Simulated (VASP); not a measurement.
Write the native input for VASP 6.6.1 that does the following.

- Task: single point
- Functional: HSE06
- Potentials or basis: VASP PAW PBE potentials, release 64 (Re)
- Cutoff: 520 eV
- k mesh: 6 × 6 × 6
- Occupations: fermi-dirac, width 0.1 eV
- Spin: no spin polarisation
- Dipole correction: no
- Grid for exact exchange (PRECFOCK): Normal
- Further INCAR settings: ALGO = Normal; EDIFF = 1e-06; NBANDS = 10
- Share of exact exchange: 0.25
- Screening parameter: 0.2079 1/Å

The system is Re.

```xyz
1
Lattice="0.0000 1.9665 1.9665 1.9665 0.0000 1.9665 1.9665 1.9665 0.0000" Properties=species:S:1:pos:R:3 pbc="T T T"
Re    0.0000    0.0000    0.0000
```

This isn't the form of Re at room conditions, which is hcp.

These files were run (other wordings do the same):

POSCAR

```
Re
1.0
    0.0000000000      1.9665116757      1.9665116757
    1.9665116757      0.0000000000      1.9665116757
    1.9665116757      1.9665116757      0.0000000000
Re
1
Direct
    0.0000000000      0.0000000000      0.0000000000
```

INCAR.step1

```
SYSTEM = Re
ALGO = Normal ; EDIFF = 1E-5
ENCUT = 520 ; GGA = PE
GGA_COMPAT = .FALSE. ; ISIF = 2
ISMEAR = -1 ; LASPH = .TRUE.
LCHARG = .FALSE. ; LREAL = .FALSE.
LWAVE = .TRUE. ; NBANDS = 10
NELM = 120 ; PREC = Accurate
SIGMA = 0.1
```

INCAR.step2

```
SYSTEM = Re
ALGO = Normal ; EDIFF = 1E-6
ENCUT = 520 ; GGA = PE
GGA_COMPAT = .FALSE. ; HFSCREEN = 0.2079
ISIF = 2 ; ISMEAR = -1
ISTART = 1 ; LASPH = .TRUE.
LCHARG = .FALSE. ; LHFCALC = .TRUE.
LREAL = .FALSE. ; LWAVE = .FALSE.
NBANDS = 10 ; NELM = 120
PREC = Accurate ; PRECFOCK = Normal
SIGMA = 0.1
```

KPOINTS

```
k-points
0
G
  6 6 6
  0 0 0
```

Potentials or basis: VASP PAW PBE potentials, release 64 (Re).

Command:

```sh
$ cat potpaw_PBE.64/Re/POTCAR > POTCAR
$ cp INCAR.step1 INCAR
$ mpirun -np 1 vasp_std > vasp.out
$ cp INCAR.step2 INCAR
$ mpirun -np 1 vasp_std > vasp.out
```

It gave:

The pressure is -19.5 GPa and the band gap on the k mesh is zero (an odd number of electrons rules out a gap without spin polarisation).

Caveat: the k points lie up to 0.46 Å⁻¹ apart, too coarse for converged energies and pressures of a metal; the PAW data sets were made with another functional, which shifts forces and pressure a little; spin-orbit coupling is left out, which moves the levels of the heavy elements.

It took 3 min on 1 thread of Intel(R) Xeon(R) Platinum 8488C (Sapphire Rapids), on a shared host, peak memory 0.24 GiB.
